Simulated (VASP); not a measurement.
# ZrB2 (P6/mmm) in VASP: notebook, part 2 of 2

VASP 6.6.1. Earlier steps stand in the parts before.

### Step 5. Relaxation of cell and atoms, PBEsol

This run uses another cell than the first one, of 10.25 Å³/atom.

INCAR

```
SYSTEM = ZrB2
ALGO = Normal
EDIFF = 1E-6
EDIFFG = -0.005
ENCUT = 600
GGA = PS
IBRION = 2
ISIF = 3
ISMEAR = -1
LASPH = .TRUE.
LCHARG = .FALSE.
LREAL = .FALSE.
LWAVE = .FALSE.
NELM = 60
NSW = 70
PREC = Accurate
SIGMA = 0.05
```

KPOINTS

```
k-points
0
G
  13 13 10
  0 0 0
```

POSCAR

```
ZrB2
1.0
    3.1700000000      0.0000000000      0.0000000000
   -1.5850000000      2.7453005300      0.0000000000
    0.0000000000      0.0000000000      3.5330000000
Zr B
1 2
Direct
    0.0000000000      0.0000000000      0.0000000000
    0.3333333333      0.6666666667      0.5000000000
    0.6666666667      0.3333333333      0.5000000000
```

Potentials or basis: VASP PAW PBE potentials, release 64 (Zr_sv, B).

Started as:

```console
> cat potpaw_PBE.64/Zr_sv/POTCAR potpaw_PBE.64/B/POTCAR > POTCAR
> mpirun -np 1 vasp_std > vasp.out
```

OUTCAR:

```text
SYSTEM = ZrB2
   EDIFF = 1E-6
   EDIFFG = -0.005
   ENCUT = 600
   GGA = PS
   IBRION = 2
   ISIF = 3
   ISMEAR = -1
   LASPH = .TRUE.
   LREAL = .FALSE.
   NELM = 60
   NSW = 70
   PREC = Accurate

 ion  position               nearest neighbor table
   1  0.000  0.000  0.000-   2 2.54   3 2.54   2 2.54   3 2.54   3 2.54   3 2.54   2 2.54   2 2.54
                             3 2.54   3 2.54   2 2.54   2 2.54
   2  0.333  0.667  0.500-   3 1.83   3 1.83   3 1.83   1 2.54   1 2.54   1 2.54   1 2.54   1 2.54
                             1 2.54
   3  0.667  0.333  0.500-   2 1.83   2 1.83   2 1.83   1 2.54   1 2.54   1 2.54   1 2.54   1 2.54
                             1 2.54

  LATTYP: Found a hexagonal cell.
 ALAT       =     3.1700000000
 C/A-ratio  =     1.1145110410

  Lattice vectors:

 A1 = (   3.1700000000,   0.0000000000,   0.0000000000)
 A2 = (  -1.5850000000,   2.7453005300,   0.0000000000)
 A3 = (   0.0000000000,   0.0000000000,   3.5330000000)

Analysis of symmetry for initial positions (statically):
=====================================================================
 Subroutine PRICEL returns:
 Original cell was already a primitive cell.

 Routine SETGRP: Setting up the symmetry group for a
 hexagonal supercell.

 Subroutine GETGRP returns: Found 24 space group operations
 (whereof 24 operations were pure point group operations)
 out of a pool of 24 trial point group operations.

The static configuration has the point symmetry D_6h.

Analysis of symmetry for dynamics (positions and initial velocities):
=====================================================================
 Subroutine PRICEL returns:
 Original cell was already a primitive cell.

 Routine SETGRP: Setting up the symmetry group for a
 hexagonal supercell.

 Subroutine GETGRP returns: Found 24 space group operations
 (whereof 24 operations were pure point group operations)
 out of a pool of 24 trial point group operations.

The dynamic configuration has the point symmetry D_6h.

 Subroutine INISYM returns: Found 24 space group operations
 (whereof 24 operations are pure point group operations),
 and found     1 'primitive' translations

----------------------------------------------------------------------------------------

                                     Primitive cell

  volume of cell :      30.7463

  direct lattice vectors                    reciprocal lattice vectors
     3.170000000  0.000000000  0.000000000     0.315457413  0.182129422  0.000000000
    -1.585000000  2.745300530  0.000000000     0.000000000  0.364258845  0.000000000
     0.000000000  0.000000000  3.533000000     0.000000000  0.000000000  0.283045570

  length of vectors
     3.170000000  3.170000000  3.533000000     0.364258845  0.364258845  0.283045570

  position of ions in fractional coordinates (direct lattice)
     0.000000000  0.000000000  0.000000000
     0.333333333  0.666666667  0.500000000
     0.666666667  0.333333333  0.500000000

  ion indices of the primitive-cell ions
   primitive index   ion index
                 1           1
                 2           2
                 3           3

----------------------------------------------------------------------------------------

[... 62 lines left out ...]
   ICHARG =      2    charge: 1-file 2-atom 10-const
   ISPIN  =      1    spin polarized calculation?
   LNONCOLLINEAR =      F non collinear calculations
   LSORBIT =      F    spin-orbit coupling
   LASPH  =      T    aspherical Exc in radial PAW
   ENCUT  =  600.0 eV  44.10 Ry    6.64 a.u.   6.33  6.33  7.06*2*pi/ulx,y,z
   NELM   =     60;   NELMIN=  2; NELMDL= -5     # of ELM steps
   EDIFF  = 0.1E-05   stopping-criterion for ELM
   LREAL  =      F    real-space projection
   EDIFFG = -.5E-02   stopping-criterion for IOM
   NSW    =     70    number of steps for IOM
   IBRION =      2    ionic relax: 0-MD 1-quasi-New 2-CG
   NFREE  =      1    steps in history (QN), initial steepest desc. (CG)
   ISIF   =      3    stress and relaxation
   ISYM   =      2    0-nonsym 1-usesym 2-fastsym
   POTIM  = 0.5000    time-step for ionic-motion
   TEBEG  =    0.0;   TEEND  =   0.0 temperature during run
   PSTRESS=    0.0 pullay stress
   NELECT =      18.0000    total number of electrons
   NUPDOWN=      -1.0000    fix difference up-down
   EMIN   =  10.00;   EMAX   =-10.00  energy-range for DOS
   EFERMI =   0.00;   METHOD = LEGACY
   ISMEAR =    -1;   SIGMA  =   0.05  broadening in eV -4-tet -1-fermi 0-gaus
   EFERMI_NEDOS =   21; number of points for ismear=-14 and -15
   IALGO  =     38    algorithm
   IMIX   =      4    mixing-type and parameters
     AMIX     =   0.40;   BMIX     =  1.00
     AMIX_MAG =   1.60;   BMIX_MAG =  1.00
  volume/ion in A,a.u.               =      10.25        69.16
  Fermi-wavevector in a.u.,A,eV,Ry     =   1.369519  2.588016 25.518847  1.875582
  Thomas-Fermi vector in A             =   2.495387
   LORBIT       =      0    0 simple, 1 ext, 2 COOP (PROOUT), +10 PAW based schemes
   GGA     = PS    functional components
   LHFCALC =     F    Hartree Fock is set to
   AEXX    =    0.0000 exact exchange contribution
   IVDW    =     0    specifies the selected vdW correction
   LEPSILON=     F    determine dielectric tensor
   LRPA    =     F    only Hartree local field effects (RPA)
 conjugate gradient relaxation of ions
 non-spin polarized calculation
  energy-cutoff  :      600.00
  volume of cell :       30.75
 maximum number of plane-waves:      1046
 NGX is ok and might be reduce to    28
   NGX = 13   NGY = 13   NGZ = 15

--------------------------------------- Ionic step        1  -------------------------------------------

 number of electron      18.0000000 magnetization

 Free energy of the ion-electron system (eV)
  ---------------------------------------------------
  ext. energy  EPLUGINS =         0.00000000
  ---------------------------------------------------
  free energy    TOTEN  =       -26.40014509 eV

  energy without entropy =      -26.39753588  energy(sigma->0) =      -26.39884049

------------------------ aborting loop because EDIFF is reached ----------------------------------------

  FORCE on cell =-STRESS in cart. coord.  units (eV):
  Direction    XX          YY          ZZ          XY          YZ          ZX
  --------------------------------------------------------------------------------------
  -------------------------------------------------------------------------------------
  Total       -0.6941337     -0.6941337     -0.7770966      0.0000000      0.0000000      0.0000000
  in kB      -36.1710334    -36.1710334    -40.4941979      0.0000000      0.0000000      0.0000000
  external PRESSURE =     -37.6120882 kB  Pullay stress =       0.0000000 kB
[... 98 lines left out ...]
--------------------------------------- Ionic step        4  -------------------------------------------

 number of electron      18.0000000 magnetization

 Free energy of the ion-electron system (eV)
  ---------------------------------------------------
  ext. energy  EPLUGINS =         0.00000000
  ---------------------------------------------------
  free energy    TOTEN  =       -26.40592533 eV

  energy without entropy =      -26.40330270  energy(sigma->0) =      -26.40461402

 E-fermi :  10.6911     XC(G=0): -12.6113

 val. band max:       10.6294962717   @ k =   0.2308   0.2308   0.0000
 cond. band min:      10.7034204242   @ k =   0.3077   0.1538   0.0000
 fundamental gap:      0.0739241525
 Fermi energy:        10.6910817574

 k-point     1 :       0.0000    0.0000    0.0000
  band No.  band energies     occupation
      1     -37.8511      2.00000
      2     -16.0856      2.00000
      3     -15.5020      2.00000
      4     -15.5020      2.00000
      5      -2.1657      2.00000
      6       7.9335      2.00000
      7       7.9335      2.00000
      8       7.9494      2.00000
      9       8.3051      2.00000
     10      14.0646      0.00000
     11      14.0646      0.00000
     12      14.8935      0.00000
     13      14.8935      0.00000
[... 354 lines left out ...]
  band No.  band energies     occupation
      1     -37.8223      2.00000
      2     -16.0842      2.00000
      3     -15.7275      2.00000
      4     -15.5491      2.00000
      5      -1.5580      2.00000
      6       6.7320      2.00000
      7       7.2050      2.00000
      8       7.9565      2.00000
      9       8.9178      2.00000
     10      12.7478      0.00000
     11      12.9268      0.00000
     12      14.7542      0.00000
     13      14.9978      0.00000

 [... further k-points ...]

------------------------ aborting loop because EDIFF is reached ----------------------------------------

  FORCE on cell =-STRESS in cart. coord.  units (eV):
  Direction    XX          YY          ZZ          XY          YZ          ZX
  --------------------------------------------------------------------------------------
  -------------------------------------------------------------------------------------
  Total        0.0008187      0.0008187     -0.0065821      0.0000000      0.0000000     -0.0000000
  in kB        0.0433355      0.0433355     -0.3483947      0.0000000      0.0000000     -0.0000000
  external PRESSURE =      -0.0872412 kB  Pullay stress =       0.0000000 kB
[... 18 lines left out ...]
  FREE ENERGIE OF THE ION-ELECTRON SYSTEM (eV)
  ---------------------------------------------------
  free  energy   TOTEN  =       -26.4059253348 eV

  energy  without entropy=      -26.4033027033  energy(sigma->0) =      -26.40461402

 reached required accuracy - stopping structural energy minimisation
```

OSZICAR:

```text
N       E                     dE             d eps       ncg     rms          rms(c)
DAV:   1     0.120234235074E+03    0.12023E+03   -0.10687E+04  3284   0.154E+03
DAV:   2    -0.223963750109E+02   -0.14263E+03   -0.13803E+03  3737   0.354E+02
DAV:   3    -0.287906069460E+02   -0.63942E+01   -0.63283E+01  5272   0.651E+01
[... 32 lines left out ...]
       N       E                     dE             d eps       ncg     rms          rms(c)
DAV:   1    -0.264060227654E+02   -0.15071E-03   -0.72464E-03  3471   0.856E-01    0.613E-02
DAV:   2    -0.264059532548E+02    0.69511E-04   -0.16220E-04  3771   0.110E-01    0.334E-02
DAV:   3    -0.264059254523E+02    0.27803E-04   -0.73922E-05  3776   0.771E-02    0.622E-03
DAV:   4    -0.264059253348E+02    0.11748E-06   -0.15120E-06  2600   0.114E-02
   4 F= -.26405925E+02 E0= -.26404614E+02  d E =-.532162E-04
```

CONTCAR:

```text
ZrB2
   1.00000000000000
     3.1557149911065454    0.0000000000000000    0.0000000000000000
    -1.5778574955532727    2.7329293494049369   -0.0000000000000000
     0.0000000000000000    0.0000000000000000    3.5097798279256938
  Zr              B
     1     2
Direct
     1.0000000000000000    1.0000000000000000    0.0000000000000000
     0.3333333332999970    0.6666666667000030    0.5000000000000000
     0.6666666667000030    0.3333333332999970    0.5000000000000000

  0.00000000E+00  0.00000000E+00  0.00000000E+00
  0.00000000E+00  0.00000000E+00  0.00000000E+00
  0.00000000E+00  0.00000000E+00  0.00000000E+00
```

Run time: 1.9 min. Hardware: 1 thread of Intel Xeon Platinum 8488C (Sapphire Rapids), shared host; peak memory 0.21 GiB.

What came out:

* Free energy: -26.4059 eV
* Relaxed volume: 10.09 Å³/atom
* Relaxed cell: a = 3.156 Å, b = 3.156 Å, c = 3.510 Å, α = 90.00°, β = 90.00°, γ = 120.00°
* Space group after relaxing (to 0.1 Å): P6/mmm (No. 191)
* Energy gained by relaxing: 1.9 meV/atom
* Ionic steps: 4
* Pressure after relaxing: 0.0 GPa
* Band gap on the k mesh: zero (bands 9 and 10 overlap by 0.90 eV)

The path:
| step | energy change (eV) | largest force (eV/Å) | pressure (GPa) | volume (Å³) |
| --- | --- | --- | --- | --- |
| 1 | 0.0000 | 0.0000 | -3.76 | 30.75 |
| 2 | 0.0033 | 0.0000 | 5.05 | 29.69 |
| 3 | -0.0057 | 0.0000 | 0.02 | 30.27 |
| 4 | -0.0058 | 0.0000 | -0.01 | 30.27 |

Final structure:
```
Zr B
1.0
     3.15571    0.00000    0.00000
    -1.57786    2.73293    0.00000
     0.00000    0.00000    3.50978
Zr B
1 2
Direct
  0.00000 0.00000 0.00000
  0.33333 0.66667 0.50000
  0.66667 0.33333 0.50000
```

Levels at points of the mesh, in eV from the Fermi level:
```tsv
k point	band 6	band 7	band 8	band 9	band 10	band 11	band 12	band 13
(0.00, 0.00, 0.00)	-2.76	-2.76	-2.74	-2.39	3.37	3.37	4.20	4.20
(0.00, 0.00, 0.50)	-7.10	-1.04	-1.04	0.21	0.21	0.69	0.69	1.80
```

Caveat: the PAW data sets were made with another functional, which shifts forces and pressure a little.

### Step 6. The runs side by side

```csv
task,cell,cutoff (eV),gap on the mesh (eV),pressure (GPa),relaxed volume (Å³/atom)
single point,"a = 3.155, b = 3.155, c = 3.508 Å, angles 90.0, 90.0, 120.0°, 3 atoms",520,none,0.3,-
relaxation of cell and atoms,"relaxed from a = 3.155, b = 3.155, c = 3.508 Å, angles 90.0, 90.0, 120.0°, 3 atoms",600,none,0.0,10.09
relaxation of cell and atoms,"relaxed from a = 3.170, b = 3.170, c = 3.533 Å, angles 90.0, 90.0, 120.0°, 3 atoms",600,none,0.0,10.09
```

Alike in all rows: level PBEsol; potentials or basis VASP PAW PBE potentials, release 64 (Zr_sv, B); no spin polarisation; k mesh 13 × 13 × 10; smearing fermi-dirac 0.05 eV.

Caveats: the PAW data sets were made with another functional, which shifts forces and pressure a little.

Total energies depend on the potentials used, so only differences within one code and one set of settings carry meaning.
